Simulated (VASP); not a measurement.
Wanted: the native input for a VASP 6.6.1 run.

* Task: single point
* Functional: PBE0
* Dispersion: D4
* Potentials or basis: VASP PAW PBE potentials, release 64 (Al, N)
* Cutoff: 520 eV
* k mesh: 6 × 6 × 4
* Occupations: gaussian, width 0.05 eV
* Spin: no spin polarisation
* Dipole correction: no
* Grid for exact exchange (PRECFOCK): Normal
* Further INCAR settings: ALGO = Normal; EDIFF = 1e-06; NBANDS = 16

Crystal: AlN.

```
Al N
1.0
     3.11076    0.00000    0.00000
    -1.55538    2.69400    0.00000
     0.00000    0.00000    4.97877
Al N
2 2
Direct
  0.33333 0.66667 0.00157
  0.66667 0.33333 0.50157
  0.33333 0.66667 0.38343
  0.66667 0.33333 0.88343
```

These files were run (other wordings do the same):

POSCAR

```
AlN
1.0
    3.1107606290      0.0000000000      0.0000000000
   -1.5553803145      2.6939977298      0.0000000000
    0.0000000000      0.0000000000      4.9787706144
Al N
2 2
Direct
    0.3333333333      0.6666666667      0.0015708995
    0.6666666667      0.3333333333      0.5015708995
    0.3333333333      0.6666666667      0.3834291005
    0.6666666667      0.3333333333      0.8834291005
```

INCAR.step1

```
SYSTEM = AlN
PREC     = Accurate       ! precision mode
ENCUT    = 520            ! plane-wave cutoff, eV
EDIFF    = 1E-5           ! SCF threshold, eV
ISMEAR   = 0              ! smearing method
SIGMA    = 0.05           ! smearing width, eV
LREAL    = .False.        ! projectors in reciprocal space
LASPH    = .True.         ! aspherical terms in the spheres
NELM     = 100            ! most SCF steps
ALGO     = Normal         ! electronic algorithm
ISIF     = 2              ! what is computed and relaxed
LWAVE    = .True.         ! write WAVECAR
GGA      = PE             ! functional
NBANDS   = 16             ! bands
```

INCAR.step2

```
SYSTEM = AlN
PREC     = Accurate       ! precision mode
ENCUT    = 520            ! plane-wave cutoff, eV
EDIFF    = 1E-6           ! SCF threshold, eV
ISMEAR   = 0              ! smearing method
SIGMA    = 0.05           ! smearing width, eV
LREAL    = .False.        ! projectors in reciprocal space
LASPH    = .True.         ! aspherical terms in the spheres
NELM     = 100            ! most SCF steps
ALGO     = Normal         ! electronic algorithm
ISIF     = 2              ! what is computed and relaxed
LWAVE    = .False.        ! write WAVECAR
LCHARG   = .True.         ! write CHGCAR
GGA      = PE             ! functional
LHFCALC  = .True.         ! exact exchange
AEXX     = 0.25           ! exact-exchange fraction
PRECFOCK = Normal       
IVDW     = 13             ! dispersion correction
LELF     = .True.         ! ELF
LVHAR    = .True.       
ISTART   = 1            
NBANDS   = 16             ! bands
```

KPOINTS

```
regular mesh
0
Gamma
  6 6 4
  0 0 0
```

Potentials or basis: VASP PAW PBE potentials, release 64 (Al, N).

Command:

```bash
$ cat potpaw_PBE.64/Al/POTCAR potpaw_PBE.64/N/POTCAR > POTCAR
$ cp INCAR.step1 INCAR
$ mpirun -np 1 vasp_std > vasp.out
$ cp INCAR.step2 INCAR
$ mpirun -np 1 vasp_std > vasp.out
```

It gave:

| Quantity | Value |
| --- | --- |
| Pressure | -5.8 GPa |
| Largest force | 0.004 eV/Å |
| Band gap on the k mesh | 6.30 eV, direct |
| Dispersion energy per atom | -0.289 eV |

Caveat: the PAW data sets were made with another functional, which shifts forces and pressure a little.

It took 18 min on 1 thread of Intel(R) Xeon(R) Platinum 8488C (Sapphire Rapids) (shared host), peak memory 0.18 GiB.
